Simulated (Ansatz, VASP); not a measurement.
TePb: VASP beside Ansatz

```
Te Pb
1.0
     3.84657    0.00000    0.00000
     0.00000    3.84657    0.00000
     0.00000    0.00000    3.84657
Te Pb
1 1
Direct
  0.50000 0.50000 0.50000
  0.00000 0.00000 0.00000
```

Alike in both runs: task single point; functional PBE; dispersion D3(BJ); k mesh 10 × 10 × 10; occupations gaussian, width 0.1 eV; no spin polarisation.

|  | VASP | Ansatz |
| --- | --- | --- |
| version | VASP 6.6.1 | Ansatz 0.2.0 |
| potentials or method | VASP PAW PBE potentials, release 64 (Te, Pb_d), cutoff 520 eV | scalar-relativistic, plane waves, PAW |
| valence electrons in the cell | 20 | 30 |

Ansatz gave:

```
gap on the k mesh at the Fermi level (eV) : none
pressure (GPa)                            : 3.2
```

Task: Estimate VASP's values.

Result: gap on the k mesh at the Fermi level (eV): none; pressure (GPa): 3.1.

A gap of «none» marks a metal or a gap that the smearing closes. VASP's potentials hold 20 valence electrons a cell and Ansatz's 30, so a difference there can come from the potentials and not from the codes.

Neither program's run includes spin-orbit coupling.
